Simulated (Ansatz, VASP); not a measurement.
## Li: VASP beside Ansatz

```
Li
1.0
     0.00000    2.24519    2.24519
     2.24519    0.00000    2.24519
     2.24519    2.24519    0.00000
Li
1
Direct
  0.00000 0.00000 0.00000
```

Change from the starting cell: volume scaled by 1.06, crystal datasets.

Alike in both runs: task electric field gradients; functional PBEsol; k mesh 13 × 13 × 13; occupations fermi-dirac, width 0.08 eV; no spin polarisation.

|  | VASP | Ansatz |
| --- | --- | --- |
| version | VASP 6.6.1 | Ansatz 0.2.0 |
| potentials or method | VASP PAW PBE potentials, release 64 (Li_sv), cutoff 650 eV | all-electron PAW with datasets made for the crystal, scalar-relativistic |

Ansatz gave:

| Property | Result |
| --- | --- |
| pressure (GPa) | -1.3 |

Question: Which values does VASP return?

Answer: Pressure (GPa): -1.4.

VASP's potentials were made for PBE, not for PBEsol. Ansatz ran all-electron here, and VASP with PAW potentials.
